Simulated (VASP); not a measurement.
# CaF (Fm-3m) in VASP: a series of runs, part 2 of 2

VASP 6.6.1. The steps go on from the part before.

## 4. Single point, PBE

This run uses another cell than the first one, of 18.76 Å³/atom, 0.962 times its volume.

The input, INCAR:

```
PREC     = Accurate       # precision mode
ENCUT    = 600            # plane-wave cutoff, eV
EDIFF    = 1E-6           # SCF threshold, eV
ISMEAR   = 0              # smearing method
SIGMA    = 0.1            # smearing width, eV
LREAL    = F              # projectors in reciprocal space
LASPH    = T              # aspherical terms in the spheres
NELM     = 120            # most SCF steps
ALGO     = Normal         # electronic algorithm
ISIF     = 2              # what is computed and relaxed
LWAVE    = F              # write WAVECAR
LCHARG   = T              # write CHGCAR
GGA      = PE             # functional
LELF     = T              # ELF
LVHAR    = T            
NBANDS   = 16             # bands
GGA_COMPAT= F
```

The input, KPOINTS:

```
regular mesh
0
Gamma
  18 18 18
```

The input, POSCAR:

```
CaF
1.0
    0.0000000000      2.6571815721      2.6571815721
    2.6571815721      0.0000000000      2.6571815721
    2.6571815721      2.6571815721      0.0000000000
Ca F
1 1
Direct
    0.5000000000      0.5000000000      0.5000000000
    0.0000000000      0.0000000000      0.0000000000
```

Potentials or basis: VASP PAW PBE potentials, release 64 (Ca_sv, F).

Command:

```bash
$ cat potpaw_PBE.64/Ca_sv/POTCAR potpaw_PBE.64/F/POTCAR > POTCAR
$ mpirun -np 1 vasp_std > vasp.out
```

OUTCAR:

```text
PREC = Accurate
   ENCUT = 600
   EDIFF = 1E-6
   ISMEAR = 0
   LREAL = F
   LASPH = T
   NELM = 120
   ISIF = 2
   GGA = PE

 ion  position               nearest neighbor table
   1  0.500  0.500  0.500-
   2  0.000  0.000  0.000-

  LATTYP: Found a face centered cubic cell.
 ALAT       =     5.3143631442

  Lattice vectors:

 A1 = (   0.0000000000,   2.6571815721,   2.6571815721)
 A2 = (   2.6571815721,   0.0000000000,   2.6571815721)
 A3 = (   2.6571815721,   2.6571815721,   0.0000000000)

[... 187 lines left out ...]
      5     -18.6640      2.00000
      6      -2.3202      2.00000
[... 433 lines left out ...]
      3     -18.6847      2.00000
      4     -18.6720      2.00000
      5     -18.6338      2.00000
      6      -2.8779      2.00000
[... 8 lines left out ...]
     15      13.6087      0.00000
     16      16.0406      0.00000

 [... further k-points ...]
[... 5 lines left out ...]
  --------------------------------------------------------------------------------------
  -------------------------------------------------------------------------------------
  Total       -0.0128803     -0.0128803     -0.0128803     -0.0000000      0.0000000     -0.0000000
  in kB       -0.5499756     -0.5499756     -0.5499756     -0.0000000      0.0000000     -0.0000000
  external PRESSURE =      -0.5499756 kB  Pullay stress =       0.0000000 kB

 VOLUME and BASIS-vectors are now :
 -----------------------------------------------------------------------------
  energy-cutoff  :      600.00
  volume of cell :       37.52
      direct lattice vectors                 reciprocal lattice vectors
     0.000000000  2.657181572  2.657181572    -0.188169301  0.188169301  0.188169301
     2.657181572  0.000000000  2.657181572     0.188169301 -0.188169301  0.188169301
     2.657181572  2.657181572  0.000000000     0.188169301  0.188169301 -0.188169301

 POSITION                                       TOTAL-FORCE (eV/Angst)
 -----------------------------------------------------------------------------------
      2.65718      2.65718      2.65718         0.000000      0.000000     -0.000000
      0.00000      0.00000      0.00000         0.000000      0.000000      0.000000
 -----------------------------------------------------------------------------------
    total drift:                                0.000000      0.000000      0.000000

  FREE ENERGIE OF THE ION-ELECTRON SYSTEM (eV)
  ---------------------------------------------------
  free  energy   TOTEN  =        -8.3558108309 eV

  energy  without entropy=       -8.3480177282  energy(sigma->0) =       -8.35191428
```

stdout:

```text
POSCAR found type information on POSCAR CaF
 POSCAR found :  2 types and       2 ions
 scaLAPACK will be used
 LDA part: xc-table for (Slater+PW92), standard interpolation
 POSCAR, INCAR and KPOINTS ok, starting setup
 FFT: planning ... GRIDC
 FFT: planning ... GRID_SOFT
 FFT: planning ... GRID
 WAVECAR not read
 entering main loop
```

It took 2.4 min on 1 thread of Intel Xeon Platinum 8488C (Sapphire Rapids), shared host; peak memory 0.28 GiB.

Results:

```yaml
Free_energy: -8.3558 eV
Pressure: -0.1 GPa
```

Levels at points of the mesh, in eV from the Fermi level:
| k point | band 5 | band 6 | band 7 | band 8 | band 9 | band 10 | band 11 | band 12 | band 13 | band 14 |
| --- | --- | --- | --- | --- | --- | --- | --- | --- | --- | --- |
| (0.00, 0.00, 0.00) | -23.66 | -7.32 | -7.32 | -7.32 | -2.82 | 1.33 | 1.33 | 1.33 | 2.51 | 2.51 |
| (0.50, 0.00, 0.00) | -23.61 | -8.33 | -7.67 | -7.67 | 0.25 | 1.37 | 2.42 | 2.42 | 3.82 | 3.82 |
| (0.50, 0.50, 0.00) | -23.75 | -7.91 | -7.50 | -7.50 | -0.70 | 1.23 | 2.79 | 3.34 | 3.68 | 3.68 |

Caveat: an odd number of electrons without spin polarisation forces a metal; a magnetic or distorted state may lie lower.

## 5. Relaxation of cell and atoms, PBE

The input, INCAR:

```
SYSTEM = CaF
PREC = Accurate
ENCUT = 600
EDIFF = 1E-7
ISMEAR = 0
SIGMA = 0.1
LREAL = .FALSE.
LASPH = .TRUE.
NELM = 120
ALGO = Normal
ISIF = 3
LWAVE = .FALSE.
LCHARG = .FALSE.
GGA = PE
IBRION = 2
NSW = 100
EDIFFG = -0.01
GGA_COMPAT = .FALSE.
NELMIN = 4
```

The input, KPOINTS:

```
regular mesh
0
G
  18 18 18
  0 0 0
```

The input, POSCAR:

```
CaF
1.0
    0.0000000000      2.6916516700      2.6916516700
    2.6916516700      0.0000000000      2.6916516700
    2.6916516700      2.6916516700      0.0000000000
Ca F
1 1
Direct
    0.5000000000      0.5000000000      0.5000000000
    0.0000000000      0.0000000000      0.0000000000
```

Potentials or basis: VASP PAW PBE potentials, release 64 (Ca_sv, F).

Command:

```bash
$ cat potpaw_PBE.64/Ca_sv/POTCAR potpaw_PBE.64/F/POTCAR > POTCAR
$ mpirun -np 1 vasp_std > vasp.out
```

OUTCAR:

```text
SYSTEM = CaF
   PREC = Accurate
   ENCUT = 600
   EDIFF = 1E-7
   ISMEAR = 0
   LREAL = .FALSE.
   LASPH = .TRUE.
   NELM = 120
   ISIF = 3
   GGA = PE
   IBRION = 2
   NSW = 100
   EDIFFG = -0.01
   NELMIN = 4

 ion  position               nearest neighbor table
   1  0.500  0.500  0.500-
   2  0.000  0.000  0.000-

  LATTYP: Found a face centered cubic cell.
 ALAT       =     5.3833033400

  Lattice vectors:

 A1 = (   0.0000000000,   2.6916516700,   2.6916516700)
 A2 = (   2.6916516700,   0.0000000000,   2.6916516700)
 A3 = (   2.6916516700,   2.6916516700,   0.0000000000)

Analysis of symmetry for initial positions (statically):
=====================================================================
[... 258 lines left out ...]
 cond. band min:       5.0141064660   @ k =  -0.3333   0.4444   0.1111
 fundamental gap:      0.0090661446
 Fermi energy:         5.0100074734

 k-point     1 :       0.0000    0.0000    0.0000
  band No.  band energies     occupation
      1     -37.7377      2.00000
      2     -20.9911      2.00000
      3     -18.6508      2.00000
      4     -18.6508      2.00000
      5     -18.6508      2.00000
      6      -2.3171      2.00000
      7      -2.3171      2.00000
      8      -2.3171      2.00000
      9       2.1927      2.00000
     10       6.3430      0.00000
     11       6.3430      0.00000
     12       6.3430      0.00000
[... 331 lines left out ...]
 k-point    24 :      -0.2222    0.0556    0.0000
  band No.  band energies     occupation
      1     -37.7243      2.00000
      2     -21.0664      2.00000
      3     -18.6717      2.00000
      4     -18.6589      2.00000
      5     -18.6208      2.00000
      6      -2.8757      2.00000
      7      -2.5055      2.00000
      8      -2.4671      2.00000
      9       3.6924      2.00000
     10       5.9016      0.00000
     11       6.8513      0.00000
     12       6.9679      0.00000

 [... further k-points ...]
[... 5 lines left out ...]
  --------------------------------------------------------------------------------------
  -------------------------------------------------------------------------------------
  Total       -0.0095140     -0.0095140     -0.0095140      0.0000000     -0.0000000     -0.0000000
  in kB       -0.4068113     -0.4068113     -0.4068113      0.0000000     -0.0000000     -0.0000000
  external PRESSURE =      -0.4068113 kB  Pullay stress =       0.0000000 kB
[... 17 lines left out ...]
  FREE ENERGIE OF THE ION-ELECTRON SYSTEM (eV)
  ---------------------------------------------------
  free  energy   TOTEN  =        -8.3580806734 eV

  energy  without entropy=       -8.3502906527  energy(sigma->0) =       -8.35418566

 reached required accuracy - stopping structural energy minimisation
```

CONTCAR:

```text
CaF
   1.00000000000000
     0.0000000000000000    2.6559299489748307    2.6559299489748307
     2.6559299489748307    0.0000000000000000    2.6559299489748307
     2.6559299489748307    2.6559299489748307   -0.0000000000000000
  Ca              F
     1     1
Direct
     0.5000000000000000    0.5000000000000000    0.5000000000000000
     0.0000000000000000    0.0000000000000000    0.0000000000000000

  0.00000000E+00  0.00000000E+00  0.00000000E+00
  0.00000000E+00  0.00000000E+00  0.00000000E+00
```

It took 4.1 min on 1 thread of Intel Xeon Platinum 8488C (Sapphire Rapids), shared host; peak memory 0.27 GiB.

What came out:

* Free energy: -8.3581 eV
* Relaxed volume: 18.73 Å³/atom
* Relaxed cell: a = 3.756 Å, b = 3.756 Å, c = 3.756 Å, α = 60.00°, β = 60.00°, γ = 60.00°
* Space group after relaxing (to 0.05 Å): Fm-3m (No. 225)
* Energy gained by relaxing: 3.0 meV/atom
* Ionic steps: 3
* Pressure after relaxing: 0.0 GPa

The path:
```
step  energy change (eV)  largest force (eV/Å)  pressure (GPa)  volume (Å³)
   1              0.0000                0.0000           -1.18        39.00
   2             -0.0045                0.0000           -0.61        38.20
   3             -0.0060                0.0000           -0.04        37.47
```

Final structure:
```cif
data_structure
_symmetry_space_group_name_H-M 'P 1'
_symmetry_Int_Tables_number 1
_cell_length_a 3.7561
_cell_length_b 3.7561
_cell_length_c 3.7561
_cell_angle_alpha 60.000
_cell_angle_beta 60.000
_cell_angle_gamma 60.000
_cell_volume 37.47
loop_
_atom_site_label
_atom_site_type_symbol
_atom_site_fract_x
_atom_site_fract_y
_atom_site_fract_z
_atom_site_occupancy
Ca1 Ca 0.50000 0.50000 0.50000 1
F1 F 0.00000 0.00000 0.00000 1
```

Caveat: an odd number of electrons without spin polarisation forces a metal; a magnetic or distorted state may lie lower.

## 6. The runs side by side

| task | spin | cell | k mesh | gap on the mesh (eV) | pressure (GPa) |
| --- | --- | --- | --- | --- | --- |
| single point | off | a = 3.807 Å, angles 60.0°, 2 atoms | 6 × 6 × 6 | none | -1.9 |
| single point | collinear, ferromagnetic start | a = 3.807 Å, angles 60.0°, 2 atoms | 6 × 6 × 6 | none | -1.9 |
| single point | off | a = 3.758 Å, angles 60.0°, 2 atoms | 18 × 18 × 18 | none | -0.1 |
| relaxation of cell and atoms | off | relaxed from a = 3.807 Å, angles 60.0°, 2 atoms | 18 × 18 × 18 | none | 0.0 |

Alike in all rows: level PBE; potentials or basis VASP PAW PBE potentials, release 64 (Ca_sv, F); cutoff (eV) 600; smearing gaussian 0.1 eV.

Caveats: an odd number of electrons without spin polarisation forces a metal (some runs); a magnetic or distorted state may lie lower (some runs).

Absolute energies hang on the potentials; compare differences alone.
